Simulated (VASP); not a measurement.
# CdS (P6_3/mmc) in VASP: a series of runs, part 2 of 2

VASP 6.6.1. The steps go on from the part before.

### 3 Single point, r2SCAN

POSCAR

```
CdS
1.0
    3.8410415951      0.0000000000      0.0000000000
   -1.9205207975      3.3264395983      0.0000000000
    0.0000000000      0.0000000000      6.4452705832
Cd S
2 2
Direct
    0.0000000000      0.0000000000      0.0000000000
    0.0000000000      0.0000000000      0.5000000000
    0.3333333333      0.6666666667      0.2500000000
    0.6666666667      0.3333333333      0.7500000000
```

INCAR.step1

```
ALGO     = Normal         # electronic algorithm
EDIFF    = 1E-4           # SCF threshold, eV
ENCUT    = 520            # plane-wave cutoff, eV
GGA      = PE             # functional
ISMEAR   = 0              # smearing method
LASPH    = T              # aspherical terms in the spheres
LCHARG   = F              # write CHGCAR
LREAL    = F              # projectors in reciprocal space
LWAVE    = T              # write WAVECAR
NBANDS   = 26             # bands
NELM     = 100            # most SCF steps
PREC     = Accurate       # precision mode
SIGMA    = 0.01           # smearing width, eV
```

INCAR.step2

```
ALGO     = Normal         # electronic algorithm
EDIFF    = 1E-6           # SCF threshold, eV
ENCUT    = 520            # plane-wave cutoff, eV
ISIF     = 2              # what is computed and relaxed
ISMEAR   = 0              # smearing method
ISTART   = 1            
LASPH    = T              # aspherical terms in the spheres
LCHARG   = F              # write CHGCAR
LMIXTAU  = T            
LREAL    = F              # projectors in reciprocal space
LWAVE    = F              # write WAVECAR
METAGGA  = R2SCAN         # meta-GGA
NBANDS   = 26             # bands
NELM     = 100            # most SCF steps
PREC     = Accurate       # precision mode
SIGMA    = 0.01           # smearing width, eV
```

KPOINTS

```
k-points
0
Gamma
  6 6 4
```

Potentials or basis: VASP PAW PBE potentials, release 64 (Cd, S).

Started as:

```sh
$ cat potpaw_PBE.64/Cd/POTCAR potpaw_PBE.64/S/POTCAR > POTCAR
$ cp INCAR.step1 INCAR
$ mpirun -np 1 vasp_std > vasp.out
$ cp INCAR.step2 INCAR
$ mpirun -np 1 vasp_std > vasp.out
```

OUTCAR:

```text
EDIFF = 1E-6
   ENCUT = 520
   ISIF = 2
   ISMEAR = 0
   ISTART = 1
   LASPH = T
   LREAL = F
   METAGGA = R2SCAN
   NELM = 100
   PREC = Accurate

 ion  position               nearest neighbor table
   1  0.000  0.000  0.000-   3 2.74   4 2.74   3 2.74   4 2.74   4 2.74   3 2.74   2 3.22   2 3.22

   2  0.000  0.000  0.500-   3 2.74   4 2.74   3 2.74   4 2.74   4 2.74   3 2.74   1 3.22   1 3.22

   3  0.333  0.667  0.250-   1 2.74   2 2.74   1 2.74   2 2.74   1 2.74   2 2.74
   4  0.667  0.333  0.750-   1 2.74   2 2.74   1 2.74   2 2.74   1 2.74   2 2.74

  LATTYP: Found a hexagonal cell.
 ALAT       =     3.8410415951
 C/A-ratio  =     1.6780007255

  Lattice vectors:

 A1 = (   3.8410415951,   0.0000000000,   0.0000000000)
 A2 = (  -1.9205207975,   3.3264395983,   0.0000000000)
 A3 = (   0.0000000000,   0.0000000000,   6.4452705832)

Analysis of symmetry for initial positions (statically):
=====================================================================
 Subroutine PRICEL returns:
 Original cell was already a primitive cell.

 Routine SETGRP: Setting up the symmetry group for a
 hexagonal supercell.

 Subroutine GETGRP returns: Found 24 space group operations
 (whereof 12 operations were pure point group operations)
 out of a pool of 24 trial point group operations.

The static configuration has the point symmetry D_3d.
 The point group associated with its full space group is D_6h.

Analysis of symmetry for dynamics (positions and initial velocities):
=====================================================================
 Subroutine PRICEL returns:
 Original cell was already a primitive cell.

 Routine SETGRP: Setting up the symmetry group for a
 hexagonal supercell.

 Subroutine GETGRP returns: Found 24 space group operations
 (whereof 12 operations were pure point group operations)
 out of a pool of 24 trial point group operations.

The dynamic configuration has the point symmetry D_3d.
 The point group associated with its full space group is D_6h.

 Subroutine INISYM returns: Found 24 space group operations
 (whereof 12 operations are pure point group operations),
 and found     1 'primitive' translations

----------------------------------------------------------------------------------------

                                     Primitive cell

  volume of cell :      82.3512

  direct lattice vectors                    reciprocal lattice vectors
     3.841041595  0.000000000  0.000000000     0.260346048  0.150310861  0.000000000
    -1.920520798  3.326439598  0.000000000     0.000000000  0.300621722  0.000000000
     0.000000000  0.000000000  6.445270583     0.000000000  0.000000000  0.155152524

  length of vectors
     3.841041595  3.841041595  6.445270583     0.300621722  0.300621722  0.155152524

  position of ions in fractional coordinates (direct lattice)
     0.000000000  0.000000000  0.000000000
     0.000000000  0.000000000  0.500000000
     0.333333333  0.666666667  0.250000000
[... 23 lines left out ...]

  Length of vectors
     0.050103620  0.050103620  0.038788131

  Shift w.r.t. Gamma in fractional coordinates (k-lattice)
     0.000000000  0.000000000  0.000000000

 Subroutine IBZKPT returns following result:
 ===========================================

 Found     21 irreducible k-points:

 Following reciprocal coordinates:
            Coordinates               Weight
  0.000000  0.000000  0.000000      1.000000
  0.166667 -0.000000  0.000000      6.000000
  0.333333  0.000000  0.000000      6.000000
  0.500000  0.000000  0.000000      3.000000
  0.166667  0.166667  0.000000      6.000000
  0.333333  0.166667  0.000000     12.000000
[... 13 lines left out ...]
  0.333333  0.166667  0.500000     12.000000
  0.333333  0.333333  0.500000      2.000000
   k-points           NKPTS =     21   k-points in BZ     NKDIM =     21   number of bands    NBANDS=     26
   number of dos      NEDOS =    301   number of ions     NIONS =      4
   total plane-waves  NPLWV =  43200
   dimension x,y,z NGX =    30 NGY =   30 NGZ =   48
   dimension x,y,z NGXF=    60 NGYF=   60 NGZF=   96
   ions per type =               2   2
   NGX,Y,Z   is equivalent  to a cutoff of  12.98, 12.98, 12.38 a.u.
   NGXF,Y,Z  is equivalent  to a cutoff of  25.97, 25.97, 24.76 a.u.
 SYSTEM =  unknown system
   PREC   = accura    normal or accurate (medium, high low for compatibility)
   ISTART =      1    job   : 0-new  1-cont  2-samecut
   ICHARG =      0    charge: 1-file 2-atom 10-const
   ISPIN  =      1    spin polarized calculation?
   LNONCOLLINEAR =      F non collinear calculations
   LSORBIT =      F    spin-orbit coupling
   LASPH  =      T    aspherical Exc in radial PAW
   ENCUT  =  520.0 eV  38.22 Ry    6.18 a.u.   7.14  7.14 11.98*2*pi/ulx,y,z
   NELM   =    100;   NELMIN=  2; NELMDL=  0     # of ELM steps
   EDIFF  = 0.1E-05   stopping-criterion for ELM
   LREAL  =      F    real-space projection
   EDIFFG = 0.1E-04   stopping-criterion for IOM
   NSW    =      0    number of steps for IOM
   IBRION =     -1    ionic relax: 0-MD 1-quasi-New 2-CG
   NFREE  =      0    steps in history (QN), initial steepest desc. (CG)
   ISIF   =      2    stress and relaxation
   ISYM   =      2    0-nonsym 1-usesym 2-fastsym
   POTIM  = 0.5000    time-step for ionic-motion
   TEBEG  =    0.0;   TEEND  =   0.0 temperature during run
   PSTRESS=    0.0 pullay stress
   NELECT =      36.0000    total number of electrons
   NUPDOWN=      -1.0000    fix difference up-down
   EMIN   =  10.00;   EMAX   =-10.00  energy-range for DOS
   EFERMI =   0.00;   METHOD = LEGACY
   ISMEAR =     0;   SIGMA  =   0.01  broadening in eV -4-tet -1-fermi 0-gaus
   EFERMI_NEDOS =   21; number of points for ismear=-14 and -15
   IALGO  =     38    algorithm
   IMIX   =      4    mixing-type and parameters
     AMIX     =   0.40;   BMIX     =  1.00
     AMIX_MAG =   1.60;   BMIX_MAG =  1.00
  volume/ion in A,a.u.               =      20.59       138.93
  Fermi-wavevector in a.u.,A,eV,Ry     =   1.242469  2.347927 21.003727  1.543730
  Thomas-Fermi vector in A             =   2.376823
   LORBIT       =      0    0 simple, 1 ext, 2 COOP (PROOUT), +10 PAW based schemes
   METAGGA = R2SCAN    functional components
   LHFCALC =     F    Hartree Fock is set to
   AEXX    =    0.0000 exact exchange contribution
   IVDW    =     0    specifies the selected vdW correction
   LEPSILON=     F    determine dielectric tensor
   LRPA    =     F    only Hartree local field effects (RPA)
 non-spin polarized calculation
 Gauss-broadening in eV      SIGMA  =   0.01
  energy-cutoff  :      520.00
  volume of cell :       82.35
 maximum number of plane-waves:      2228
 NGX is ok and might be reduce to    30
   NGX = 15   NGY = 15   NGZ = 23

 number of electron      36.0000009 magnetization

 Free energy of the ion-electron system (eV)
  ---------------------------------------------------
  ext. energy  EPLUGINS =         0.00000000
  ---------------------------------------------------
  free energy    TOTEN  =       -58.84872113 eV

  energy without entropy =      -58.84872113  energy(sigma->0) =      -58.84872113

 E-fermi :   2.7672     XC(G=0): -10.9018

 val. band max:        2.6576348919   @ k =   0.0000   0.0000   0.0000
 cond. band min:       3.8989720541   @ k =   0.0000   0.0000   0.0000
 fundamental gap:      1.2413371621
 Fermi energy:         2.7672391640

 k-point     1 :       0.0000    0.0000    0.0000
  band No.  band energies     occupation
      1     -10.6517      2.00000
      2      -9.5730      2.00000
      3      -5.6742      2.00000
      4      -5.6387      2.00000
      5      -5.6387      2.00000
      6      -5.3059      2.00000
[... 598 lines left out ...]
     25      11.9464      0.00000
     26      11.9464      0.00000

------------------------ aborting loop because EDIFF is reached ----------------------------------------

  FORCE on cell =-STRESS in cart. coord.  units (eV):
  Direction    XX          YY          ZZ          XY          YZ          ZX
  --------------------------------------------------------------------------------------
  -------------------------------------------------------------------------------------
  Total        0.2352335      0.2352335      0.2427631      0.0000000     -0.0000000     -0.0000000
  in kB        4.5765675      4.5765675      4.7230600      0.0000000     -0.0000000     -0.0000000
  external PRESSURE =       4.6253983 kB  Pullay stress =       0.0000000 kB

 VOLUME and BASIS-vectors are now :
 -----------------------------------------------------------------------------
  energy-cutoff  :      520.00
  volume of cell :       82.35
      direct lattice vectors                 reciprocal lattice vectors
     3.841041595  0.000000000  0.000000000     0.260346048  0.150310861  0.000000000
    -1.920520798  3.326439598  0.000000000     0.000000000  0.300621722  0.000000000
     0.000000000  0.000000000  6.445270583     0.000000000  0.000000000  0.155152524

 POSITION                                       TOTAL-FORCE (eV/Angst)
 -----------------------------------------------------------------------------------
      0.00000      0.00000      0.00000         0.000000     -0.000000     -0.000000
      0.00000      0.00000      3.22264         0.000000     -0.000000     -0.000000
     -0.00000      2.21763      1.61132         0.000000      0.000000      0.000000
      1.92052      1.10881      4.83395        -0.000000      0.000000      0.000000
 -----------------------------------------------------------------------------------
    total drift:                               -0.000000      0.000000     -0.000000

  FREE ENERGIE OF THE ION-ELECTRON SYSTEM (eV)
  ---------------------------------------------------
  free  energy   TOTEN  =       -58.8487211299 eV

  energy  without entropy=      -58.8487211299  energy(sigma->0) =      -58.84872113
```

Run time: 2.4 min. Hardware: 1 thread of Intel Xeon Platinum 8375C at 2.90GHz (Ice Lake), shared host; peak memory 0.22 GiB.

What came out:

| Item | Value |
| --- | --- |
| Free energy | -58.8487 eV |
| Pressure | 0.5 GPa |
| Band gap on the k mesh | 1.24 eV |

Caveat: the PAW data sets were made with another functional, which shifts forces and pressure a little.

### 4 Single point, LDA

INCAR

```
SYSTEM = CdS
PREC = Accurate
ENCUT = 520
EDIFF = 1E-6
ISMEAR = 0
SIGMA = 0.01
LREAL = .False.
LASPH = .True.
NELM = 80
ALGO = Normal
ISIF = 2
LWAVE = .False.
LCHARG = .False.
GGA = CA
NBANDS = 26
```

KPOINTS

```
Automatic mesh
0
Gamma
  12 12 4
  0 0 0
```

POSCAR is that of step 3.

Potentials or basis: VASP PAW LDA potentials, release 64 (Cd, S).

Started as:

```sh
$ cat potpaw_LDA.64/Cd/POTCAR potpaw_LDA.64/S/POTCAR > POTCAR
$ mpirun -np 1 vasp_std > vasp.out
```

It took 77 s on 1 thread of Intel Xeon Platinum 8375C at 2.90GHz (Ice Lake), shared host; peak memory 0.23 GiB.

The run converged. Its results:

```
Free energy            : -14.2788 eV
Pressure               : -4.3 GPa
Band gap on the k mesh : 0.40 eV
```

Stress tensor (GPa, compression positive):
```
-3.99  0.00  0.00
 0.00 -3.99  0.00
 0.00  0.00 -4.97
```

Levels at points of the mesh, in eV from the valence-band top:
| k point | band 15 | band 16 | band 17 | band 18 | band 19 | band 20 | band 21 | band 22 |
| --- | --- | --- | --- | --- | --- | --- | --- | --- |
| (0.00, 0.00, 0.00) | -0.79 | -0.79 | 0.00 | 0.00 | 0.40 | 3.23 | 6.57 | 6.57 |
| (0.50, 0.00, 0.00) | -3.18 | -2.12 | -1.60 | -0.05 | 2.37 | 3.58 | 3.60 | 5.72 |
| (0.00, 0.00, 0.50) | -0.37 | -0.37 | -0.37 | -0.37 | 2.88 | 2.88 | 6.62 | 6.62 |
| (0.50, 0.00, 0.50) | -1.38 | -1.38 | -1.21 | -1.21 | 1.89 | 1.89 | 5.74 | 5.74 |

Caveat: the cell stands under tension. A k mesh can miss the band edges.

### 5 The runs side by side

| level | potentials or basis | k mesh | gap on the mesh (eV) | pressure (GPa) |
| --- | --- | --- | --- | --- |
| PBE | VASP PAW PBE potentials, release 64 (Cd, S) | 6 × 6 × 4 | 0.63 | 2.2 |
| r2SCAN | VASP PAW PBE potentials, release 64 (Cd, S) | 6 × 6 × 4 | 1.24 | 0.5 |
| LDA | VASP PAW LDA potentials, release 64 (Cd, S) | 12 × 12 × 4 | 0.40 | -4.3 |

Alike in all rows: task single point; no spin polarisation; cell as given; cutoff (eV) 520; smearing gaussian 0.01 eV.

Caveats: the PAW data sets were made with another functional, which shifts forces and pressure a little (at least some runs); the cell stands under tension (at least some runs).

Absolute energies hang on the potentials; compare differences alone.
